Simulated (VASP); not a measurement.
Here is a VASP 6.6.1 calculation.

INCAR

```
SYSTEM = Si4HC4
PREC = Accurate
ENCUT = 520
EDIFF = 1E-6
ISMEAR = 0
SIGMA = 0.05
LREAL = .False.
LASPH = .True.
NELM = 200
ALGO = Normal
ISIF = 2
LWAVE = .False.
LCHARG = .False.
ISPIN = 2
MAGMOM = 0 0 0 0 0 0 0 0 1
LORBIT = 11
LDIPOL = .True.
IDIPOL = 3
DIPOL = 0.5 0.5 0.332
GGA = PE
NBANDS = 30
GGA_COMPAT = .False.
NELMDL = -8
```

The input KPOINTS:

```
regular mesh
0
Gamma
  9 6 1
  0 0 0
```

Contents of POSCAR:

```
Si4HC4
1.0
    3.0967389835      0.0000000000      0.0000000000
    0.0000000000      4.3794502696      0.0000000000
    0.0000000000      0.0000000000     20.1332068295
Si C H
4 4 1
Direct
    0.5000000000      0.5000000000      0.1986767450
    0.0000000000      0.0000000000      0.2755829977
    0.5000000000      0.4971400051      0.3554907352
    0.0000000000      0.9498903695      0.4168952500
    0.0000000000      0.2500000000      0.1986767450
    0.5000000000      0.7500000000      0.2755829977
    0.0000000000      0.2559423864      0.3541649037
    0.5000000000      0.7547379437      0.4288043580
    0.5000000000      0.7547379437      0.4837450289
```

Potentials or basis: VASP PAW PBE potentials, release 64 (Si, C, H).

Command:

```sh
$ cat potpaw_PBE.64/Si/POTCAR potpaw_PBE.64/C/POTCAR potpaw_PBE.64/H/POTCAR > POTCAR
$ mpirun -np 1 vasp_std > vasp.out
```

(1) Estimate the net moment.

(2) Predict the site moments.

(3) Estimate the largest force.

Answers

(1) 0.56 μB per cell.

(2) Si +0.12, +0.01, +0.07 (each value once); C -0.04, +0.01 (each value once); H +0.01 μB.

(3) 2.843 eV/Å.

Caveat: a moment this small can come from the mesh or the smearing.
